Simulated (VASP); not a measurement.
C:

```
C
1.0
     2.50517    0.00000    0.00000
    -1.25259    2.16954    0.00000
     0.00000    0.00000    8.18182
C
8
Direct
  0.66667 0.33333 0.84375
  0.33333 0.66667 0.34375
  0.66667 0.33333 0.65625
  0.33333 0.66667 0.15625
  0.00000 0.00000 0.90625
  0.00000 0.00000 0.40625
  0.00000 0.00000 0.59375
  0.00000 0.00000 0.09375
```

Base run:

- Program: VASP 6.6.1
- Functional: r2SCAN
- Dispersion: D3(BJ)
- Potentials or basis: VASP PAW PBE potentials, release 64 (C)
- Cutoff: 520 eV
- k mesh: 12 × 12 × 4
- Occupations: fermi-dirac, width 0.05 eV
- Spin: no spin polarisation

Its results: band gap on the k mesh 4.67 eV, indirect (least direct gap 5.45 eV); pressure 5.9 GPa; largest force 0.375 eV/Å.

After a change of settings the same cell gave: band gap on the k mesh 4.81 eV, indirect (least direct gap 5.40 eV); pressure 10.7 GPa; largest force 0.349 eV/Å. Which change was it?
A. dispersion from D3(BJ) to rVV10; further incar settings from ALGO = Normal; EDIFF = 1e-07; NBANDS = 26 to ALGO = Normal; EDIFF = 1e-06; NBANDS = 26
B. functional from r2SCAN to BLYP; dispersion from D3(BJ) to D4
C. functional from r2SCAN to PBE; dispersion from D3(BJ) to none

B.

Caveats: the PAW data sets were made with another functional, which shifts forces and pressure a little.
